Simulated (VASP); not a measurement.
A run of VASP 6.6.1:

Contents of INCAR:

```
PREC = Accurate
ENCUT = 520
EDIFF = 1E-6
ISMEAR = 0
SIGMA = 0.1
LREAL = F
LASPH = T
NELM = 80
ALGO = Normal
ISIF = 2
LWAVE = F
LCHARG = F
GGA = PE
NBANDS = 81
```

Contents of KPOINTS:

```
Automatic mesh
0
Gamma
  6 6 4
```

Contents of POSCAR:

```
Ge
1.0
    5.7342892991     -0.0000000031      0.0000000000
   -2.8671446469      4.9660402072      0.0000000000
    0.0000000000      0.0000000000      7.0934283005
Ge
10
Direct
    0.2728789688      0.0000000000      0.2500000000
    0.0000000000      0.2728789688      0.2500000000
    0.7271210312      0.7271210312      0.2500000000
    0.7271210312      0.0000000000      0.7500000000
    0.0000000000      0.7271210312      0.7500000000
    0.2728789688      0.2728789688      0.7500000000
    0.3333333333      0.6666666667      0.0000000000
    0.6666666667      0.3333333333      0.5000000000
    0.6666666667      0.3333333333      0.0000000000
    0.3333333333      0.6666666667      0.5000000000
```

Potentials or basis: VASP PAW PBE potentials, release 64 (Ge_d).

Run with:

```sh
$ cat potpaw_PBE.64/Ge_d/POTCAR > POTCAR
$ mpirun -np 1 vasp_std > vasp.out
```

Hardware: 1 thread of Intel(R) Xeon(R) Platinum 8488C (Sapphire Rapids), on a shared host.

Estimate the wall time of this run.

Wall time 6.2 min on 1 thread of Intel(R) Xeon(R) Platinum 8488C (Sapphire Rapids), with other jobs on the host, peak memory 0.46 GiB. Counts: scf iterations 12, k points 21.
